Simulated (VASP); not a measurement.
Mg3GePd:

```
Mg Ge Pd
1.0
     6.22825    0.00000    0.00000
    -3.11412    5.39382    0.00000
     0.00000    0.00000    5.32111
Mg Ge Pd
6 2 2
Direct
  0.14600 0.29200 0.25000
  0.85400 0.14600 0.75000
  0.85400 0.70800 0.75000
  0.14600 0.85400 0.25000
  0.70800 0.85400 0.25000
  0.29200 0.14600 0.75000
  0.33333 0.66667 0.75000
  0.66667 0.33333 0.25000
  0.00000 0.00000 0.50000
  0.00000 0.00000 0.00000
```

* Program: VASP 6.6.1
* Task: relaxation of cell and atoms
* Functional: PBE
* Potentials or basis: VASP PAW PBE potentials, release 64 (Mg, Ge_d, Pd)
* Cutoff: 600 eV
* k mesh: 3 × 3 × 4
* Occupations: gaussian, width 0.1 eV
* Spin: no spin polarisation

At the start: pressure 47.3 GPa; volume 17.88 Å³/atom.

Task: Where does the relaxation end?

Result: Over 12 steps the energy falls by 1617.3 meV/atom and the volume is 21.33 Å³/atom (+19.3 %); space group P6_3/mmc (No. 194, to 0.1 Å) before and after.

The path:
| step | energy change (eV) | largest force (eV/Å) | pressure (GPa) | volume (Å³) |
| --- | --- | --- | --- | --- |
| 1 | 0.0000 | 10.9113 | 47.29 | 178.76 |
| 2 | -8.8832 | 0.8939 | -8.68 | 352.64 |
| 3 | -14.5595 | 0.6092 | -4.41 | 253.97 |
| 4 | -14.6154 | 0.7852 | -3.69 | 249.99 |
| 5 | -14.6371 | 1.0632 | -2.51 | 244.36 |
| 6 | -15.2193 | 0.9410 | -1.81 | 233.71 |
| 7 | -16.0511 | 0.2502 | 3.27 | 202.76 |
| 8 | -16.0634 | 0.3850 | 2.17 | 206.87 |
| 9 | -16.0654 | 0.3404 | 2.53 | 205.45 |
| 10 | -16.1527 | 0.2809 | -0.42 | 214.24 |
| 11 | -16.1646 | 0.1329 | 0.27 | 211.90 |
| 12 | -16.1735 | 0.0334 | 0.07 | 213.28 |

Final structure:
```
Mg Ge Pd
1.0
     6.88320    0.00000    0.00000
    -3.44160    5.96102    0.00000
     0.00000    0.00000    5.19797
Mg Ge Pd
6 2 2
Direct
  0.18981 0.37962 0.25000
  0.81019 0.18981 0.75000
  0.81019 0.62038 0.75000
  0.18981 0.81019 0.25000
  0.62038 0.81019 0.25000
  0.37962 0.18981 0.75000
  0.33333 0.66667 0.75000
  0.66667 0.33333 0.25000
  0.00000 0.00000 0.50000
  0.00000 0.00000 0.00000
```

Caveat: the k points lie up to 0.35 Å⁻¹ apart in the final cell, too coarse for converged energies and pressures of a metal; the volume moved by over 15 % at a fixed basis, so the end points are rough.
